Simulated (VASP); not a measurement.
A run of VASP 6.6.1 is set up as follows.

Contents of INCAR:

```
  ALGO = Normal
  EDIFF = 1E-7
  ENCUT = 520
  ISIF = 2
  ISMEAR = -1
  LASPH = True
  LCHARG = True
  LELF = True
  LREAL = False
  LVHAR = True
  LWAVE = False
  NBANDS = 11
  NELM = 80
  PREC = Accurate
  SIGMA = 0.1
```

File KPOINTS:

```
k-points
0
Gamma
  16 16 16
```

The input POSCAR:

```
Pt
1.0
   -1.5917963675      1.5917963675      1.5917963675
    1.5917963675     -1.5917963675      1.5917963675
    1.5917963675      1.5917963675     -1.5917963675
Pt
1
Direct
    0.0000000000      0.0000000000      0.0000000000
```

Potentials or basis: VASP PAW LDA potentials, release 64 (Pt).

The run is started by

```bash
$ cat potpaw_LDA.64/Pt/POTCAR > POTCAR
$ mpirun -np 1 vasp_std > vasp.out
```

(1) What does it give for the band gap on the k mesh?

(2) What does it give for the pressure?

## Answers

(1) zero (band 5 reaches 10.66 eV, above the bottom of band 6 at 8.61 eV).

(2) -17.9 GPa.

Caveat: spin-orbit coupling is left out, which moves the levels of the heavy elements.
